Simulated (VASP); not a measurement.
Write the native input for VASP 6.6.1 that does the following.

```yaml
Task: relaxation of cell and atoms
Functional: LDA
Potentials_or_basis: VASP PAW LDA potentials, release 64 (Ti_sv)
Cutoff: 600 eV
k_mesh: 13 × 13 × 13
Occupations: fermi-dirac, width 0.1 eV
Spin: no spin polarisation
Dipole_correction: no
Further_INCAR_settings: ALGO = Normal; EDIFF = 1e-06; IBRION = 2; EDIFFG = -0.05; NSW = 80; ISIF = 3
```

The structure of Ti lies in POSCAR:

```
Ti
1.0
   -1.6410000000      1.6410000000      1.6410000000
    1.6410000000     -1.6410000000      1.6410000000
    1.6410000000      1.6410000000     -1.6410000000
Ti
1
Direct
    0.0000000000      0.0000000000      0.0000000000
```

The input as run:

INCAR

```
SYSTEM = Ti
PREC = Accurate ; ENCUT = 600
EDIFF = 1E-6 ; ISMEAR = -1
SIGMA = 0.1 ; LREAL = .False.
LASPH = .True. ; NELM = 100
ALGO = Normal ; ISIF = 3
LWAVE = .False. ; LCHARG = .False.
GGA = CA ; IBRION = 2
NSW = 80 ; EDIFFG = -0.05
```

KPOINTS

```
regular mesh
0
Gamma
  13 13 13
  0 0 0
```

Potentials or basis: VASP PAW LDA potentials, release 64 (Ti_sv).

Launch:

```sh
$ cat potpaw_LDA.64/Ti_sv/POTCAR > POTCAR
$ mpirun -np 1 vasp_std > vasp.out
```

It gave:

| Property | Result |
| --- | --- |
| Relaxed volume | 15.89 Å³/atom |
| Relaxed cell | a = 2.743 Å, b = 2.743 Å, c = 2.743 Å, α = 109.47°, β = 109.47°, γ = 109.47° |
| Space group after relaxing (to 0.05 Å) | Im-3m (No. 229) |
| Energy gained by relaxing | 63.4 meV/atom |
| Ionic steps | 3 |
| Pressure after relaxing | 0.0 GPa |
| Band gap on the k mesh | zero (band 6 reaches 9.83 eV, above the bottom of band 7 at 8.27 eV) |

Caveat: the volume moved by -10 % from the deposited cell, more than functionals usually miss.

Wall time 30 s on 1 thread of Intel Xeon 6975P-C, with other jobs on the host, peak memory 0.15 GiB.
